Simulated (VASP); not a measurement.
# ZnCu (Pm-3m) in VASP: single point with PBE

Aim: the single point of ZnCu with PBE.

All numbers are computed with VASP 6.6.1; they aren't measurements. Logs are shortened: lines on timing, memory, paths and dates and some standing lists are left out, and cuts for length are marked.

## (1) The cell of the first run

The structure is cubic, space group Pm-3m (No. 221). Conventional cell: a = 2.945 Å, b = 2.945 Å, c = 2.945 Å, α = 90.00°, β = 90.00°, γ = 90.00°. Within 3.4 Å of Zn (site symmetry m-3m) lie 8 Cu at 2.55 Å and 6 Zn at 2.94 Å. Within 3.4 Å of Cu (site symmetry m-3m) lie 8 Zn at 2.55 Å and 6 Cu at 2.94 Å.

## (2) Single point, PBE, non-collinear spin, zero start, spin-orbit coupling

File INCAR:

```
SYSTEM = ZnCu
PREC     = Accurate       ! precision mode
ENCUT    = 600            ! plane-wave cutoff, eV
EDIFF    = 1E-6           ! SCF threshold, eV
ISMEAR   = 0              ! smearing method
SIGMA    = 0.15           ! smearing width, eV
LREAL    = .FALSE.        ! projectors in reciprocal space
LASPH    = .TRUE.         ! aspherical terms in the spheres
NELM     = 200            ! most SCF steps
ALGO     = Normal         ! electronic algorithm
ISIF     = 2              ! what is computed and relaxed
LWAVE    = .FALSE.        ! write WAVECAR
LCHARG   = .TRUE.         ! write CHGCAR
MAGMOM   = 0 0 0 0 0 0    ! initial moments
LORBIT   = 11             ! projections on sites
LSORBIT  = .TRUE.         ! spin-orbit coupling
GGA_COMPAT= .FALSE.      
LORBMOM  = .TRUE.       
LMAXMIX  = 4              ! l up to which the mixer works
GGA      = PE             ! functional
LVHAR    = .TRUE.       
NBANDS   = 35             ! bands
```

File KPOINTS:

```
regular mesh
0
G
  3 3 3
  0 0 0
```

File POSCAR:

```
ZnCu
1.0
    2.9450000000      0.0000000000      0.0000000000
    0.0000000000      2.9450000000      0.0000000000
    0.0000000000      0.0000000000      2.9450000000
Zn Cu
1 1
Direct
    0.5000000000      0.5000000000      0.5000000000
    0.0000000000      0.0000000000      0.0000000000
```

Potentials or basis: VASP PAW PBE potentials, release 64 (Zn, Cu).

Command:

```bash
$ cat potpaw_PBE.64/Zn/POTCAR potpaw_PBE.64/Cu/POTCAR > POTCAR
$ mpirun -np 1 vasp_ncl > vasp.out
```

OUTCAR:

```text
SYSTEM = ZnCu
   PREC = Accurate
   ENCUT = 600
   EDIFF = 1E-6
   ISMEAR = 0
   LREAL = .FALSE.
   LASPH = .TRUE.
   NELM = 200
   ISIF = 2
   LORBIT = 11
   LSORBIT = .TRUE.
   GGA = PE

 ion  position               nearest neighbor table
   1  0.500  0.500  0.500-   2 2.55   2 2.55   2 2.55   2 2.55   2 2.55   2 2.55   2 2.55   2 2.55

   2  0.000  0.000  0.000-   1 2.55   1 2.55   1 2.55   1 2.55   1 2.55   1 2.55   1 2.55   1 2.55

  LATTYP: Found a simple cubic cell.
 ALAT       =     2.9450000000

  Lattice vectors:

 A1 = (   2.9450000000,   0.0000000000,   0.0000000000)
 A2 = (   0.0000000000,   2.9450000000,   0.0000000000)
 A3 = (   0.0000000000,   0.0000000000,   2.9450000000)

Analysis of symmetry for initial positions (statically):
=====================================================================
 Subroutine PRICEL returns:
 Original cell was already a primitive cell.

 Routine SETGRP: Setting up the symmetry group for a
 simple cubic supercell.

 Subroutine GETGRP returns: Found 48 space group operations
 (whereof 48 operations were pure point group operations)
 out of a pool of 48 trial point group operations.

The static configuration has the point symmetry O_h .

Analysis of symmetry for dynamics (positions and initial velocities):
=====================================================================
 Subroutine PRICEL returns:
 Original cell was already a primitive cell.

 Routine SETGRP: Setting up the symmetry group for a
 simple cubic supercell.

 Subroutine GETGRP returns: Found 48 space group operations
 (whereof 48 operations were pure point group operations)
 out of a pool of 48 trial point group operations.

The dynamic configuration has the point symmetry O_h .

Analysis of structural, dynamic, and magnetic symmetry:
=====================================================================
 Subroutine PRICEL returns:
 Original cell was already a primitive cell.

 Routine SETGRP: Setting up the symmetry group for a
 simple cubic supercell.

 Subroutine GETGRP returns: Found 48 space group operations
 (whereof 48 operations were pure point group operations)
 out of a pool of 48 trial point group operations.

The overall configuration has the point symmetry O_h .

 Subroutine INISYM returns: Found 48 space group operations
 (whereof 48 operations are pure point group operations),
 and found     1 'primitive' translations

----------------------------------------------------------------------------------------

                                     Primitive cell

  volume of cell :      25.5421

  direct lattice vectors                    reciprocal lattice vectors
     2.945000000  0.000000000  0.000000000     0.339558574  0.000000000  0.000000000
     0.000000000  2.945000000  0.000000000     0.000000000  0.339558574  0.000000000
     0.000000000  0.000000000  2.945000000     0.000000000  0.000000000  0.339558574

  length of vectors
     2.945000000  2.945000000  2.945000000     0.339558574  0.339558574  0.339558574

  position of ions in fractional coordinates (direct lattice)
     0.500000000  0.500000000  0.500000000
     0.000000000  0.000000000  0.000000000

  ion indices of the primitive-cell ions
   primitive index   ion index
                 1           1
                 2           2

----------------------------------------------------------------------------------------

 KPOINTS: regular mesh

Automatic generation of k-mesh.
 Grid dimensions read from file:
 generate k-points for:    3    3    3

 Generating k-lattice:

  Cartesian coordinates                     Fractional coordinates (reciprocal lattice)
     0.113186191  0.000000000  0.000000000     0.333333333  0.000000000  0.000000000
     0.000000000  0.113186191  0.000000000     0.000000000  0.333333333  0.000000000
[... 78 lines left out ...]

 number of electron      23.0000000 magnetization      -0.0000000      0.0000000     -0.0000000

 Free energy of the ion-electron system (eV)
  ---------------------------------------------------
  ext. energy  EPLUGINS =         0.00000000
  ---------------------------------------------------
  free energy    TOTEN  =        -4.67205097 eV

  energy without entropy =       -4.63630010  energy(sigma->0) =       -4.65417554

 E-fermi :   5.5536     XC(G=0): -12.4063

 val. band max:        5.5197545430   @ k =   0.3333   0.3333   0.0000
 cond. band min:       7.8193931268   @ k =   0.3333   0.3333   0.0000
 fundamental gap:      2.2996385839
 Fermi energy:         5.5535513512

 k-point     1 :       0.0000    0.0000    0.0000
  band No.  band energies     occupation
      1      -4.7985      1.00000
      2      -4.7985      1.00000
      3      -2.3490      1.00000
      4      -2.3490      1.00000
      5      -2.3490      1.00000
      6      -2.3490      1.00000
[... 141 lines left out ...]
     34      14.4468      0.00000
     35      19.8716      0.00000

------------------------ aborting loop because EDIFF is reached ----------------------------------------

  FORCE on cell =-STRESS in cart. coord.  units (eV):
  Direction    XX          YY          ZZ          XY          YZ          ZX
  --------------------------------------------------------------------------------------
  -------------------------------------------------------------------------------------
  Total        0.5169297      0.5169297      0.5169297     -0.0000000     -0.0000000      0.0000000
  in kB       32.4254620     32.4254620     32.4254620     -0.0000000     -0.0000000      0.0000000
  external PRESSURE =      32.4254620 kB  Pullay stress =       0.0000000 kB

 VOLUME and BASIS-vectors are now :
 -----------------------------------------------------------------------------
  energy-cutoff  :      600.00
  volume of cell :       25.54
      direct lattice vectors                 reciprocal lattice vectors
     2.945000000  0.000000000  0.000000000     0.339558574  0.000000000  0.000000000
     0.000000000  2.945000000  0.000000000     0.000000000  0.339558574  0.000000000
     0.000000000  0.000000000  2.945000000     0.000000000  0.000000000  0.339558574

 POSITION                                       TOTAL-FORCE (eV/Angst)
 -----------------------------------------------------------------------------------
      1.47250      1.47250      1.47250         0.000000      0.000000      0.000000
      0.00000      0.00000      0.00000         0.000000      0.000000      0.000000
 -----------------------------------------------------------------------------------
    total drift:                                0.000000     -0.000000     -0.000000

  FREE ENERGIE OF THE ION-ELECTRON SYSTEM (eV)
  ---------------------------------------------------
  free  energy   TOTEN  =        -4.6720509741 eV

  energy  without entropy=       -4.6363001038  energy(sigma->0) =       -4.65417554

 orbital moment (x)

 # of ion     p       d       tot
 ----------------------------------------
  1         0.000   0.000   0.000
  2         0.000   0.000   0.000
 ----------------------------------------
            0.000   0.000   0.000

 orbital moment (y)

 # of ion     p       d       tot
 ----------------------------------------
  1         0.000  -0.000  -0.000
  2         0.000   0.000   0.000
 ----------------------------------------
            0.000  -0.000  -0.000

 orbital moment (z)

 # of ion     p       d       tot
 ----------------------------------------
  1         0.000   0.000   0.000
  2         0.000   0.000   0.000
 ----------------------------------------
            0.000   0.000   0.000

 Spin-Orbit-Coupling matrix elements

 Ion:    1  E_soc:     -0.0095990
 l=   1
     0.0000000    -0.0005102    -0.0005102
    -0.0005102     0.0000000    -0.0005102
    -0.0005102    -0.0005102     0.0000000
 l=   2
     0.0000000    -0.0002418     0.0000000    -0.0002418    -0.0008479
    -0.0002418     0.0000000    -0.0006359    -0.0002418    -0.0002120
     0.0000000    -0.0006359     0.0000000    -0.0006359     0.0000000
    -0.0002418    -0.0002418    -0.0006359     0.0000000    -0.0002120
    -0.0008479    -0.0002120     0.0000000    -0.0002120     0.0000000
 l=   3
     0.0000000     0.0000000     0.0000000     0.0000000     0.0000000     0.0000000     0.0000000
     0.0000000     0.0000000     0.0000000     0.0000000     0.0000000     0.0000000     0.0000000
     0.0000000     0.0000000     0.0000000     0.0000000     0.0000000     0.0000000     0.0000000
     0.0000000     0.0000000     0.0000000     0.0000000     0.0000000     0.0000000     0.0000000
     0.0000000     0.0000000     0.0000000     0.0000000     0.0000000     0.0000000     0.0000000
     0.0000000     0.0000000     0.0000000     0.0000000     0.0000000     0.0000000     0.0000000
     0.0000000     0.0000000     0.0000000     0.0000000     0.0000000     0.0000000     0.0000000

 Ion:    2  E_soc:     -0.0121761
 l=   1
     0.0000000    -0.0003102    -0.0003102
    -0.0003102     0.0000000    -0.0003102
    -0.0003102    -0.0003102     0.0000000
 l=   2
     0.0000000    -0.0003524     0.0000000    -0.0003524    -0.0013667
    -0.0003524     0.0000000    -0.0010251    -0.0003524    -0.0003417
     0.0000000    -0.0010251     0.0000000    -0.0010251     0.0000000
    -0.0003524    -0.0003524    -0.0010251     0.0000000    -0.0003417
    -0.0013667    -0.0003417     0.0000000    -0.0003417     0.0000000
 l=   3
     0.0000000     0.0000000     0.0000000     0.0000000     0.0000000     0.0000000     0.0000000
     0.0000000     0.0000000     0.0000000     0.0000000     0.0000000     0.0000000     0.0000000
     0.0000000     0.0000000     0.0000000     0.0000000     0.0000000     0.0000000     0.0000000
     0.0000000     0.0000000     0.0000000     0.0000000     0.0000000     0.0000000     0.0000000
     0.0000000     0.0000000     0.0000000     0.0000000     0.0000000     0.0000000     0.0000000
     0.0000000     0.0000000     0.0000000     0.0000000     0.0000000     0.0000000     0.0000000
     0.0000000     0.0000000     0.0000000     0.0000000     0.0000000     0.0000000     0.0000000

 total charge

# of ion       s       p       d       tot
------------------------------------------
    1        0.567   0.539   9.736  10.842
    2        0.418   0.396   9.167   9.980
--------------------------------------------------
tot          0.984   0.935  18.903  20.822

 magnetization (x)

# of ion       s       p       d       tot
------------------------------------------
    1        0.000   0.000  -0.000   0.000
    2        0.000   0.000   0.000   0.000
--------------------------------------------------
tot          0.000   0.000   0.000   0.000

 magnetization (y)

# of ion       s       p       d       tot
------------------------------------------
    1        0.000   0.000   0.000   0.000
    2        0.000   0.000   0.000   0.000
--------------------------------------------------
tot          0.000   0.000   0.000   0.000

 magnetization (z)

# of ion       s       p       d       tot
------------------------------------------
    1        0.000   0.000  -0.000   0.000
    2        0.000   0.000  -0.000   0.000
--------------------------------------------------
tot          0.000   0.000  -0.000   0.000
```

Wall time 23 s (1 thread of AMD EPYC 7R43 (Zen 3), shared host); peak memory 0.16 GiB.

What came out:

| Item | Value |
| --- | --- |
| Free energy | -4.6721 eV |
| Pressure | 3.2 GPa |
| Net moment | 0.00 μB per cell |
| Valence electrons inside the program's atomic spheres | Zn 10.84; Cu 9.98 |

Moments on the atoms (μB; x, y, z):
```
Zn  0.00 0.00 0.00
Cu  0.00 0.00 0.00
```

Caveat: the k points lie up to 0.71 Å⁻¹ apart.
